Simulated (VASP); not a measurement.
# CdF2 (Fm-3m) in VASP: single point with r2SCAN+rVV10

Aim: the single point of CdF2 with r2SCAN+rVV10.

Program: VASP 6.6.1. These are calculated values, not measurements. Logs are shortened: lines on timing, memory, paths and dates and some standing lists are left out, and cuts for length are marked.

## (1) The cell of the first run

It takes space group Fm-3m (No. 225, cubic). Conventional cell: a = 5.366 Å, b = 5.366 Å, c = 5.366 Å, α = 90.00°, β = 90.00°, γ = 90.00°. Within 3.1 Å of Cd (site symmetry m-3m) lie 8 F at 2.32 Å. Within 3.1 Å of F (site symmetry -43m) lie 4 Cd at 2.32 Å and 6 F at 2.68 Å.

## (2) Single point, r2SCAN+rVV10

POSCAR reads:

```
CdF2
1.0
    0.0000000000      2.6829270760      2.6829270760
    2.6829270760      0.0000000000      2.6829270760
    2.6829270760      2.6829270760      0.0000000000
Cd F
1 2
Direct
    0.0000000000      0.0000000000      0.0000000000
    0.2500000000      0.2500000000      0.2500000000
    0.7500000000      0.7500000000      0.7500000000
```

INCAR.step1 reads:

```
PREC = Accurate
ENCUT = 770
ISMEAR = -1
SIGMA = 0.03
LREAL = F
LASPH = T
NELM = 120
NBANDS = 24
GGA = PE
ALGO = Normal
EDIFF = 1E-5
LWAVE = T
LCHARG = F
GGA_COMPAT = F
```

INCAR.step2 reads:

```
PREC = Accurate
ENCUT = 770
EDIFF = 1E-6
ISMEAR = -1
SIGMA = 0.03
LREAL = F
LASPH = T
NELM = 120
ALGO = Normal
ISIF = 2
LWAVE = F
LCHARG = T
METAGGA = R2SCAN
LMIXTAU = T
LUSE_VDW = T
IVDW_NL = 2
BPARAM = 11.95
CPARAM = 0.0093
LELF = T
LVHAR = T
NBANDS = 24
ISTART = 1
GGA_COMPAT = F
```

KPOINTS reads:

```
regular mesh
0
Gamma
  10 10 10
```

Potentials or basis: VASP PAW PBE potentials, release 64 (Cd_sv_GW, F).

The run is started by

```console
$ cat potpaw_PBE.64/Cd_sv_GW/POTCAR potpaw_PBE.64/F/POTCAR > POTCAR
$ cp INCAR.step1 INCAR
$ mpirun -np 1 vasp_std > vasp.out
$ cp INCAR.step2 INCAR
$ mpirun -np 1 vasp_std > vasp.out
```

OUTCAR:

```text
PREC = Accurate
   ENCUT = 770
   EDIFF = 1E-6
   ISMEAR = -1
   LREAL = F
   LASPH = T
   NELM = 120
   ISIF = 2
   METAGGA = R2SCAN
   IVDW_NL = 2
   BPARAM = 11.95
   ISTART = 1

 ion  position               nearest neighbor table
   1  0.000  0.000  0.000-
   2  0.250  0.250  0.250-
   3  0.750  0.750  0.750-

  LATTYP: Found a face centered cubic cell.
 ALAT       =     5.3658541520

  Lattice vectors:

 A1 = (   0.0000000000,   2.6829270760,   2.6829270760)
 A2 = (   2.6829270760,   0.0000000000,   2.6829270760)
 A3 = (   2.6829270760,   2.6829270760,   0.0000000000)

Analysis of symmetry for initial positions (statically):
=====================================================================
 Subroutine PRICEL returns:
 Original cell was already a primitive cell.

 Routine SETGRP: Setting up the symmetry group for a
 face centered cubic supercell.

 Subroutine GETGRP returns: Found 48 space group operations
 (whereof 48 operations were pure point group operations)
 out of a pool of 48 trial point group operations.

The static configuration has the point symmetry O_h .

Analysis of symmetry for dynamics (positions and initial velocities):
=====================================================================
 Subroutine PRICEL returns:
 Original cell was already a primitive cell.

 Routine SETGRP: Setting up the symmetry group for a
 face centered cubic supercell.

 Subroutine GETGRP returns: Found 48 space group operations
 (whereof 48 operations were pure point group operations)
 out of a pool of 48 trial point group operations.

The dynamic configuration has the point symmetry O_h .

 Subroutine INISYM returns: Found 48 space group operations
 (whereof 48 operations are pure point group operations),
 and found     1 'primitive' translations

----------------------------------------------------------------------------------------

                                     Primitive cell

  volume of cell :      38.6239

  direct lattice vectors                    reciprocal lattice vectors
     0.000000000  2.682927076  2.682927076    -0.186363619  0.186363619  0.186363619
     2.682927076  0.000000000  2.682927076     0.186363619 -0.186363619  0.186363619
     2.682927076  2.682927076  0.000000000     0.186363619  0.186363619 -0.186363619

  length of vectors
     3.794231858  3.794231858  3.794231858     0.322791257  0.322791257  0.322791257

  position of ions in fractional coordinates (direct lattice)
     0.000000000  0.000000000  0.000000000
     0.250000000  0.250000000  0.250000000
     0.750000000  0.750000000  0.750000000

  ion indices of the primitive-cell ions
   primitive index   ion index
                 1           1
                 2           2
                 3           3

----------------------------------------------------------------------------------------

 KPOINTS: regular mesh

Automatic generation of k-mesh.
 Grid dimensions read from file:
 generate k-points for:   10   10   10

 Generating k-lattice:

  Cartesian coordinates                     Fractional coordinates (reciprocal lattice)
    -0.018636362  0.018636362  0.018636362     0.100000000  0.000000000  0.000000000
     0.018636362 -0.018636362  0.018636362     0.000000000  0.100000000  0.000000000
     0.018636362  0.018636362 -0.018636362     0.000000000  0.000000000  0.100000000

  Length of vectors
     0.032279126  0.032279126  0.032279126

  Shift w.r.t. Gamma in fractional coordinates (k-lattice)
     0.000000000  0.000000000  0.000000000

 Subroutine IBZKPT returns following result:
 ===========================================

 Found     47 irreducible k-points:

 Following reciprocal coordinates:
            Coordinates               Weight
  0.000000  0.000000  0.000000      1.000000
  0.100000  0.000000  0.000000      8.000000
  0.200000  0.000000  0.000000      8.000000
  0.300000  0.000000  0.000000      8.000000
  0.400000  0.000000  0.000000      8.000000
  0.500000  0.000000  0.000000      4.000000
[... 16 lines left out ...]
  0.300000  0.300000  0.000000      6.000000
  0.400000  0.300000  0.000000     24.000000
 [... further k-points ...]
   k-points           NKPTS =     47   k-points in BZ     NKDIM =     47   number of bands    NBANDS=     24
   number of dos      NEDOS =    301   number of ions     NIONS =      3
   total plane-waves  NPLWV =  46656
   dimension x,y,z NGX =    36 NGY =   36 NGZ =   36
   dimension x,y,z NGXF=    72 NGYF=   72 NGZF=   72
   ions per type =               1   2
   NGX,Y,Z   is equivalent  to a cutoff of  15.77, 15.77, 15.77 a.u.
   NGXF,Y,Z  is equivalent  to a cutoff of  31.55, 31.55, 31.55 a.u.
 SYSTEM =  unknown system
   PREC   = accura    normal or accurate (medium, high low for compatibility)
   ISTART =      1    job   : 0-new  1-cont  2-samecut
   ICHARG =      0    charge: 1-file 2-atom 10-const
   ISPIN  =      1    spin polarized calculation?
   LNONCOLLINEAR =      F non collinear calculations
   LSORBIT =      F    spin-orbit coupling
   LASPH  =      T    aspherical Exc in radial PAW
   ENCUT  =  770.0 eV  56.59 Ry    7.52 a.u.   8.58  8.58  8.58*2*pi/ulx,y,z
   NELM   =    120;   NELMIN=  2; NELMDL=  0     # of ELM steps
   EDIFF  = 0.1E-05   stopping-criterion for ELM
   LREAL  =      F    real-space projection
   EDIFFG = 0.1E-04   stopping-criterion for IOM
   NSW    =      0    number of steps for IOM
   IBRION =     -1    ionic relax: 0-MD 1-quasi-New 2-CG
   NFREE  =      0    steps in history (QN), initial steepest desc. (CG)
   ISIF   =      2    stress and relaxation
   ISYM   =      2    0-nonsym 1-usesym 2-fastsym
   POTIM  = 0.5000    time-step for ionic-motion
   TEBEG  =    0.0;   TEEND  =   0.0 temperature during run
   PSTRESS=    0.0 pullay stress
   NELECT =      34.0000    total number of electrons
   NUPDOWN=      -1.0000    fix difference up-down
   EMIN   =  10.00;   EMAX   =-10.00  energy-range for DOS
   EFERMI =   0.00;   METHOD = LEGACY
   ISMEAR =    -1;   SIGMA  =   0.03  broadening in eV -4-tet -1-fermi 0-gaus
   EFERMI_NEDOS =   21; number of points for ismear=-14 and -15
   IALGO  =     38    algorithm
   IMIX   =      4    mixing-type and parameters
     AMIX     =   0.40;   BMIX     =  1.00
     AMIX_MAG =   1.60;   BMIX_MAG =  1.00
  volume/ion in A,a.u.               =      12.87        86.88
  Fermi-wavevector in a.u.,A,eV,Ry     =   1.568973  2.964930 33.493160  2.461678
  Thomas-Fermi vector in A             =   2.670925
   LORBIT       =      0    0 simple, 1 ext, 2 COOP (PROOUT), +10 PAW based schemes
   METAGGA = R2SCAN    functional components
   LHFCALC =     F    Hartree Fock is set to
   AEXX    =    0.0000 exact exchange contribution
   IVDW_NL    =     2    kernel type
   BPARAM     =11.9500
   IVDW    =     0    specifies the selected vdW correction
   LEPSILON=     F    determine dielectric tensor
   LRPA    =     F    only Hartree local field effects (RPA)
 non-spin polarized calculation
  energy-cutoff  :      770.00
  volume of cell :       38.62
 maximum number of plane-waves:      1895
 NGX is ok and might be reduce to    36
   NGX = 17   NGY = 17   NGZ = 17

 number of electron      33.9999995 magnetization

 Free energy of the ion-electron system (eV)
  ---------------------------------------------------
  ext. energy  EPLUGINS =         0.00000000
  ---------------------------------------------------
  free energy    TOTEN  =       -32.76643169 eV

  energy without entropy =      -32.76643169  energy(sigma->0) =      -32.76643169

 E-fermi :   0.8271     XC(G=0): -11.3654

 val. band max:        0.1698120481   @ k =  -0.3000   0.5000   0.2000
 cond. band min:       3.9380296887   @ k =   0.0000   0.0000   0.0000
 fundamental gap:      3.7682176406
 Fermi energy:         0.8271469211

 k-point     1 :       0.0000    0.0000    0.0000
  band No.  band energies     occupation
      1    -100.7588      2.00000
      2     -60.9575      2.00000
      3     -60.9575      2.00000
      4     -60.9575      2.00000
      5     -21.8198      2.00000
      6     -20.7234      2.00000
[... 16 lines left out ...]
     23      21.1117      0.00000
     24      21.1117      0.00000

 k-point     2 :       0.1000    0.0000    0.0000
  band No.  band energies     occupation
      1    -100.7588      2.00000
      2     -60.9577      2.00000
      3     -60.9575      2.00000
      4     -60.9575      2.00000
      5     -21.7881      2.00000
      6     -20.7517      2.00000
[... 16 lines left out ...]
     23      20.8100      0.00000
     24      20.8100      0.00000

 k-point     3 :       0.2000    0.0000    0.0000
  band No.  band energies     occupation
      1    -100.7588      2.00000
      2     -60.9584      2.00000
      3     -60.9576      2.00000
      4     -60.9576      2.00000
      5     -21.6987      2.00000
      6     -20.8311      2.00000
[... 16 lines left out ...]
     23      20.2205      0.00000
     24      20.2205      0.00000

 k-point     4 :       0.3000    0.0000    0.0000
  band No.  band energies     occupation
      1    -100.7587      2.00000
      2     -60.9592      2.00000
      3     -60.9577      2.00000
      4     -60.9577      2.00000
      5     -21.5672      2.00000
      6     -20.9485      2.00000
[... 16 lines left out ...]
     23      19.6788      0.00000
     24      20.3379      0.00000

 k-point     5 :       0.4000    0.0000    0.0000
  band No.  band energies     occupation
      1    -100.7587      2.00000
      2     -60.9598      2.00000
      3     -60.9578      2.00000
      4     -60.9578      2.00000
      5     -21.4139      2.00000
      6     -21.0888      2.00000
[... 451 lines left out ...]
 k-point    22 :      -0.2000    0.2000    0.0000
  band No.  band energies     occupation
      1    -100.7587      2.00000
      2     -60.9591      2.00000
      3     -60.9582      2.00000
      4     -60.9577      2.00000
      5     -21.5335      2.00000
      6     -20.9732      2.00000
[... 16 lines left out ...]
     23      19.0705      0.00000
     24      22.7042      0.00000

 k-point    23 :       0.3000    0.3000    0.0000
  band No.  band energies     occupation
      1    -100.7587      2.00000
      2     -60.9592      2.00000
      3     -60.9581      2.00000
      4     -60.9581      2.00000
      5     -21.5239      2.00000
      6     -20.9691      2.00000
[... 16 lines left out ...]
     23      21.7223      0.00000
     24      22.1145      0.00000

 k-point    24 :       0.4000    0.3000    0.0000
  band No.  band energies     occupation
      1    -100.7587      2.00000
      2     -60.9596      2.00000
      3     -60.9583      2.00000
      4     -60.9582      2.00000
      5     -21.4434      2.00000
      6     -21.0339      2.00000
[... 16 lines left out ...]
     23      21.7389      0.00000
     24      21.8045      0.00000

 [... further k-points ...]

------------------------ aborting loop because EDIFF is reached ----------------------------------------

  FORCE on cell =-STRESS in cart. coord.  units (eV):
  Direction    XX          YY          ZZ          XY          YZ          ZX
  --------------------------------------------------------------------------------------
  -------------------------------------------------------------------------------------
  Total       -0.0980866     -0.0980866     -0.0980866     -0.0000000      0.0000000      0.0000000
  in kB       -4.0687754     -4.0687754     -4.0687754     -0.0000000      0.0000000      0.0000000
  external PRESSURE =      -4.0687754 kB  Pullay stress =       0.0000000 kB

 VOLUME and BASIS-vectors are now :
 -----------------------------------------------------------------------------
  energy-cutoff  :      770.00
  volume of cell :       38.62
      direct lattice vectors                 reciprocal lattice vectors
     0.000000000  2.682927076  2.682927076    -0.186363619  0.186363619  0.186363619
     2.682927076  0.000000000  2.682927076     0.186363619 -0.186363619  0.186363619
     2.682927076  2.682927076  0.000000000     0.186363619  0.186363619 -0.186363619

 POSITION                                       TOTAL-FORCE (eV/Angst)
 -----------------------------------------------------------------------------------
      0.00000      0.00000      0.00000        -0.000000     -0.000000     -0.000000
      1.34146      1.34146      1.34146        -0.000000      0.000000     -0.000000
      4.02439      4.02439      4.02439         0.000000     -0.000000      0.000000
 -----------------------------------------------------------------------------------
    total drift:                               -0.000000      0.000000      0.000000

  FREE ENERGIE OF THE ION-ELECTRON SYSTEM (eV)
  ---------------------------------------------------
  free  energy   TOTEN  =       -32.7664316873 eV

  energy  without entropy=      -32.7664316872  energy(sigma->0) =      -32.76643169
```

Run time: 3.1 min. Hardware: 1 thread of Intel Xeon Platinum 8559C (Emerald Rapids), shared host; peak memory 0.44 GiB.

Results:

```
Free energy            : -32.7664 eV
Pressure               : -0.4 GPa
Band gap on the k mesh : 3.77 eV (least direct gap 4.26 eV)
```

Levels at points of the mesh, in eV from the valence-band top:
| k point | band 15 | band 16 | band 17 | band 18 | band 19 | band 20 |
| --- | --- | --- | --- | --- | --- | --- |
| (0.00, 0.00, 0.00) | -0.49 | -0.49 | -0.49 | 3.77 | 13.62 | 13.62 |
| (0.50, 0.00, 0.00) | -1.89 | -0.39 | -0.39 | 8.10 | 9.61 | 15.70 |
| (0.50, 0.50, 0.00) | -0.54 | -0.09 | -0.09 | 9.00 | 10.59 | 12.04 |

Caveat: the PAW data sets were made with another functional, which shifts forces and pressure a little. A k mesh can miss the band edges.
